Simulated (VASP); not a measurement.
Crystal: HfC.

```
CELL_PARAMETERS angstrom
0.00000 2.51265 2.51265
2.51265 0.00000 2.51265
2.51265 2.51265 0.00000
ATOMIC_POSITIONS crystal
Hf 0.00000 0.00000 0.00000
C 0.25000 0.25000 0.25000
```

Base run:

| Property | Result |
| --- | --- |
| Program | VASP 6.6.1 |
| Functional | r2SCAN |
| Potentials or basis | VASP PAW PBE potentials, release 64 (Hf_pv, C) |
| Cutoff | 520 eV |
| k mesh | 12 × 12 × 12 |
| Occupations | gaussian, width 0.05 eV |
| Spin | no spin polarisation |

Its results: band gap on the k mesh 0.58 eV; pressure -0.4 GPa.

Problem. After a change of settings the same cell gave: band gap on the k mesh 0.21 eV; pressure -3.0 GPa. Which change was it?
A. functional from r2SCAN to PBEsol
B. dispersion from none to D4
C. hubbard terms from none to Hf d U = 2.0 eV
D. occupations from gaussian, width 0.05 eV to tetrahedron

Solution. A.

Caveats: the PAW data sets were made with another functional, which shifts forces and pressure a little; spin-orbit coupling is left out, which moves the levels of the heavy elements.
